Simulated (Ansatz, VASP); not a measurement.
# Rh in VASP and in Ansatz

File INCAR:

```
ALGO     = Normal         # electronic algorithm
EDIFF    = 1E-6           # SCF threshold, eV
ENCUT    = 500            # plane-wave cutoff, eV
GGA      = PS             # functional
GGA_COMPAT= F            
ISIF     = 2              # what is computed and relaxed
ISMEAR   = 0              # smearing method
LASPH    = T              # aspherical terms in the spheres
LCHARG   = F              # write CHGCAR
LREAL    = F              # projectors in reciprocal space
LWAVE    = F              # write WAVECAR
NBANDS   = 14             # bands
NELM     = 120            # most SCF steps
PREC     = Accurate       # precision mode
SIGMA    = 0.1            # smearing width, eV
```

Contents of KPOINTS:

```
k-points
0
Gamma
  6 6 6
```

File POSCAR:

```
Rh
1.0
    0.0000000000      1.8900916028      1.8900916028
    1.8900916028      0.0000000000      1.8900916028
    1.8900916028      1.8900916028      0.0000000000
Rh
1
Direct
    0.0000000000      0.0000000000      0.0000000000
```

Input for Ansatz:

```yaml
crystal:
  lattice:
    - [0.0, 1.8900916028, 1.8900916028]
    - [1.8900916028, 0.0, 1.8900916028]
    - [1.8900916028, 1.8900916028, 0.0]
  atoms:
    - { symbol: Rh, position: [0.0, 0.0, 0.0] }
basis:
  ecutwfc: 420
kpoints:
  mp_grid: { grid: [6, 6, 6] }
hamiltonian:
  xc: pbesol
  pseudopotentials: { kind: paw, azcp: { folder: soft_1 } }
scf:
  occupations: { method: gaussian, width: 0.1 }
output:
  forces: true
  stress: true
  eigenvalues: true
```

Alike in both runs: task single point; functional PBEsol; k mesh 6 × 6 × 6; occupations gaussian, width 0.1 eV; no spin polarisation.

|  | VASP | Ansatz |
| --- | --- | --- |
| version | VASP 6.6.1 | Ansatz 0.2.0 |
| potentials or method | VASP PAW PBE potentials, release 64 (Rh_pv), cutoff 500 eV | scalar-relativistic, plane waves, PAW |
| valence electrons in the cell | 15 | 17 |

Ansatz gave:

```
gap on the k mesh at the Fermi level (eV) : none
pressure (GPa)                            : 1.6
```

Problem. What did VASP give for the same quantities?

Solution. gap on the k mesh at the Fermi level (eV): none; pressure (GPa): 1.5.

VASP's potentials were made for PBE, not for PBEsol, and Ansatz warns of the same on its side. A gap of «none» marks a metal or a gap that the smearing closes. With one functional, cell and mesh, what is left measures potentials, basis and numerics. VASP's potentials hold 15 valence electrons a cell and Ansatz's 17, so a difference there can come from the potentials and not from the codes.

The k mesh is coarse, so the values compare programs but aren't converged.
